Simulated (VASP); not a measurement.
# AlNi3 (Fm-3m) in VASP: notebook, part 2 of 2

VASP 6.6.1. Earlier steps stand in the parts before.

## (3) Single point, LDA

This run uses another cell than the first one, of 11.24 Å³/atom, 1.060 times its volume.

The input, INCAR:

```
PREC     = Accurate       # precision mode
ENCUT    = 520            # plane-wave cutoff, eV
EDIFF    = 1E-6           # SCF threshold, eV
ISMEAR   = 0              # smearing method
SIGMA    = 0.15           # smearing width, eV
LREAL    = F              # projectors in reciprocal space
LASPH    = T              # aspherical terms in the spheres
NELM     = 100            # most SCF steps
ALGO     = Normal         # electronic algorithm
ISIF     = 2              # what is computed and relaxed
LWAVE    = F              # write WAVECAR
LCHARG   = F              # write CHGCAR
GGA      = CA             # functional
NBANDS   = 24             # bands
```

The input, KPOINTS:

```
Automatic mesh
0
Gamma
  14 14 14
```

The input, POSCAR:

```
AlNi3
1.0
    0.0000000000      2.8220202481      2.8220202481
    2.8220202481      0.0000000000      2.8220202481
    2.8220202481      2.8220202481      0.0000000000
Al Ni
1 3
Direct
    0.5000000000      0.5000000000      0.5000000000
    0.2500000000      0.2500000000      0.2500000000
    0.0000000000      0.0000000000      0.0000000000
    0.7500000000      0.7500000000      0.7500000000
```

Potentials or basis: VASP PAW LDA potentials, release 64 (Al, Ni).

Command:

```console
> cat potpaw_LDA.64/Al/POTCAR potpaw_LDA.64/Ni/POTCAR > POTCAR
> mpirun -np 1 vasp_std > vasp.out
```

Wall time 59 s (1 thread of Intel Xeon 6975P-C (Granite Rapids), shared host); peak memory 0.21 GiB.

Results (log left out):

```
Free energy : -25.5396 eV
Pressure    : -10.8 GPa
```

Levels at points of the mesh, in eV from the Fermi level:
```
           k point  band 13  band 14  band 15  band 16  band 17  band 18  band 19  band 20
(0.00, 0.00, 0.00)    -0.56    -0.56    -0.50    -0.50     5.43     5.43     5.43     5.83
(0.50, 0.00, 0.00)    -0.63    -0.63    -0.47    -0.47    -0.15     4.33     4.33     4.73
(0.50, 0.50, 0.00)    -1.04    -0.74    -0.59    -0.36    -0.35    -0.35    -0.05     4.17
```

Spin polarisation is off, so any magnetic state and its effect on volume and gap are missing.

## (4) Single point, LDA

This run uses another cell than the first one, of 11.87 Å³/atom, 1.120 times its volume.

The input, INCAR:

```
PREC     = Accurate       # precision mode
ENCUT    = 520            # plane-wave cutoff, eV
EDIFF    = 1E-7           # SCF threshold, eV
ISMEAR   = 0              # smearing method
SIGMA    = 0.15           # smearing width, eV
LREAL    = False          # projectors in reciprocal space
LASPH    = True           # aspherical terms in the spheres
NELM     = 100            # most SCF steps
ALGO     = Normal         # electronic algorithm
ISIF     = 2              # what is computed and relaxed
LWAVE    = False          # write WAVECAR
LCHARG   = False          # write CHGCAR
GGA      = CA             # functional
NBANDS   = 24             # bands
```

The input, KPOINTS:

```
regular mesh
0
Gamma
  14 14 14
```

The input, POSCAR:

```
AlNi3
1.0
    0.0000000000      2.8742871579      2.8742871579
    2.8742871579      0.0000000000      2.8742871579
    2.8742871579      2.8742871579      0.0000000000
Al Ni
1 3
Direct
    0.5000000000      0.5000000000      0.5000000000
    0.2500000000      0.2500000000      0.2500000000
    0.0000000000      0.0000000000      0.0000000000
    0.7500000000      0.7500000000      0.7500000000
```

Potentials or basis: VASP PAW LDA potentials, release 64 (Al, Ni).

Command:

```console
> cat potpaw_LDA.64/Al/POTCAR potpaw_LDA.64/Ni/POTCAR > POTCAR
> mpirun -np 1 vasp_std > vasp.out
```

OUTCAR:

```text
PREC = Accurate
   ENCUT = 520
   EDIFF = 1E-7
   ISMEAR = 0
   LREAL = False
   LASPH = True
   NELM = 100
   ISIF = 2
   GGA = CA

 ion  position               nearest neighbor table
   1  0.500  0.500  0.500-   2 2.49   4 2.49   2 2.49   2 2.49   2 2.49   4 2.49   4 2.49   4 2.49
                             3 2.87   3 2.87   3 2.87   3 2.87   3 2.87   3 2.87
   2  0.250  0.250  0.250-   1 2.49   3 2.49   3 2.49   3 2.49   3 2.49   1 2.49   1 2.49   1 2.49
                             4 2.87   4 2.87   4 2.87   4 2.87   4 2.87   4 2.87
   3  0.000  0.000  0.000-   2 2.49   4 2.49   4 2.49   4 2.49   4 2.49   2 2.49   2 2.49   2 2.49
                             1 2.87   1 2.87   1 2.87   1 2.87   1 2.87   1 2.87
[... 852 lines left out ...]
  -------------------------------------------------------------------------------------
  Total       -5.5736449     -5.5736449     -5.5736449      0.0000000      0.0000000     -0.0000000
  in kB     -188.0309837   -188.0309837   -188.0309837      0.0000000      0.0000000     -0.0000000
  external PRESSURE =    -188.0309837 kB  Pullay stress =       0.0000000 kB

 VOLUME and BASIS-vectors are now :
 -----------------------------------------------------------------------------
  energy-cutoff  :      520.00
  volume of cell :       47.49
      direct lattice vectors                 reciprocal lattice vectors
     0.000000000  2.874287158  2.874287158    -0.173956175  0.173956175  0.173956175
     2.874287158  0.000000000  2.874287158     0.173956175 -0.173956175  0.173956175
     2.874287158  2.874287158  0.000000000     0.173956175  0.173956175 -0.173956175

 POSITION                                       TOTAL-FORCE (eV/Angst)
 -----------------------------------------------------------------------------------
      2.87429      2.87429      2.87429         0.000000     -0.000000      0.000000
      1.43714      1.43714      1.43714        -0.000000      0.000000     -0.000000
      0.00000      0.00000      0.00000         0.000000     -0.000000      0.000000
      4.31143      4.31143      4.31143         0.000000     -0.000000      0.000000
 -----------------------------------------------------------------------------------
    total drift:                                0.000000     -0.000000      0.000000

  FREE ENERGIE OF THE ION-ELECTRON SYSTEM (eV)
  ---------------------------------------------------
  free  energy   TOTEN  =       -25.3008822113 eV

  energy  without entropy=      -25.2668533998  energy(sigma->0) =      -25.28386781
```

OSZICAR:

```text
N       E                     dE             d eps       ncg     rms          rms(c)
DAV:   1     0.185395039183E+03    0.18540E+03   -0.14166E+04  5040   0.173E+03
DAV:   2    -0.196355730482E+02   -0.20503E+03   -0.19322E+03  4992   0.319E+02
DAV:   3    -0.286565191732E+02   -0.90209E+01   -0.85808E+01  6128   0.927E+01
DAV:   4    -0.287877568534E+02   -0.13124E+00   -0.13115E+00  6072   0.978E+00
DAV:   5    -0.287919199332E+02   -0.41631E-02   -0.41629E-02  6400   0.157E+00    0.173E+01
DAV:   6    -0.293379135596E+02   -0.54599E+00   -0.38477E+01  5776   0.107E+02    0.185E+01
DAV:   7    -0.254900116889E+02    0.38479E+01   -0.12121E+01  5888   0.737E+01    0.672E+00
DAV:   8    -0.255353542688E+02   -0.45343E-01   -0.16935E+00  5616   0.389E+01    0.531E+00
DAV:   9    -0.253185562712E+02    0.21680E+00   -0.25212E-01  6600   0.164E+01    0.116E+00
DAV:  10    -0.253007526839E+02    0.17804E-01   -0.69608E-02  7512   0.412E+00    0.306E-01
DAV:  11    -0.253009034973E+02   -0.15081E-03   -0.84895E-03  5752   0.158E+00    0.111E-01
DAV:  12    -0.253009415509E+02   -0.38054E-04   -0.64521E-04  6136   0.573E-01    0.106E-01
DAV:  13    -0.253008821303E+02    0.59421E-04   -0.11939E-04  6448   0.346E-01    0.820E-03
DAV:  14    -0.253008830762E+02   -0.94596E-06   -0.19221E-05  7176   0.664E-02    0.141E-02
DAV:  15    -0.253008822244E+02    0.85187E-06   -0.34037E-06  5640   0.502E-02    0.290E-03
DAV:  16    -0.253008822113E+02    0.13050E-07   -0.40050E-07  4720   0.128E-02
   1 F= -.25300882E+02 E0= -.25283868E+02  d E =-.340288E-01
```

Run time: 58 s. Hardware: 1 thread of Intel Xeon 6975P-C (Granite Rapids), shared host; peak memory 0.21 GiB.

Results:

| Item | Value |
| --- | --- |
| Free energy | -25.3009 eV |
| Pressure | -18.8 GPa |

Spin polarisation is off, so any magnetic state and its effect on volume and gap are missing.

## (5) Summary

| cell | gap on the mesh (eV) | pressure (GPa) |
| --- | --- | --- |
| a = 3.914 Å, angles 60.0°, 4 atoms | none | 0.3 |
| a = 3.991 Å, angles 60.0°, 4 atoms | none | -10.8 |
| a = 4.065 Å, angles 60.0°, 4 atoms | none | -18.8 |

Alike in all rows: task single point; level LDA; potentials or basis VASP PAW LDA potentials, release 64 (Al, Ni); no spin polarisation; k mesh 14 × 14 × 14; cutoff (eV) 520; smearing gaussian 0.15 eV.

Total energies depend on the potentials used, so only differences within one code and one set of settings carry meaning.
